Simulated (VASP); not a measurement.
Here is a VASP 6.6.1 calculation.

The input INCAR:

```
SYSTEM = BaHfO3
PREC = Accurate
ENCUT = 600
EDIFF = 1E-6
ISMEAR = 0
SIGMA = 0.15
LREAL = .FALSE.
LASPH = .TRUE.
NELM = 120
ALGO = Normal
ISIF = 2
LWAVE = .FALSE.
LCHARG = .TRUE.
GGA = PE
LELF = .TRUE.
LVHAR = .TRUE.
NBANDS = 27
GGA_COMPAT = .FALSE.
```

File KPOINTS:

```
regular mesh
0
G
  3 3 3
  0 0 0
```

The input POSCAR:

```
BaHfO3
1.0
    3.3731850868     -3.3856243972      0.0000000000
    3.3731850868      3.3856243972      0.0000000000
    0.0000000000      0.0000000000      4.5842506986
Ba Hf O
1 1 3
Direct
    0.5000000000      0.5000000000      0.5000000000
    0.0000000000      0.0000000000      0.5000000000
    0.0000000000      0.5000000000      0.5000000000
    0.5000000000      0.0000000000      0.5000000000
    0.5000000000      0.5000000000      0.0000000000
```

Potentials or basis: VASP PAW PBE potentials, release 64 (Ba_sv, Hf_pv, O).

Run with:

```console
$ cat potpaw_PBE.64/Ba_sv/POTCAR potpaw_PBE.64/Hf_pv/POTCAR potpaw_PBE.64/O/POTCAR > POTCAR
$ mpirun -np 1 vasp_std > vasp.out
```

Problem. What does it give for the pressure?

Solution. 2.2 GPa.

Problem. Predict the band gap on the k mesh.

Solution. Zero (bands 19 and 20 overlap by 0.04 eV).

Stress tensor (GPa, compression positive):
```
2.06 0.00 0.00
0.00 1.76 0.00
0.00 0.00 2.87
```

Caveat: the k points lie up to 0.46 Å⁻¹ apart; spin-orbit coupling is left out, which moves the levels of the heavy elements.
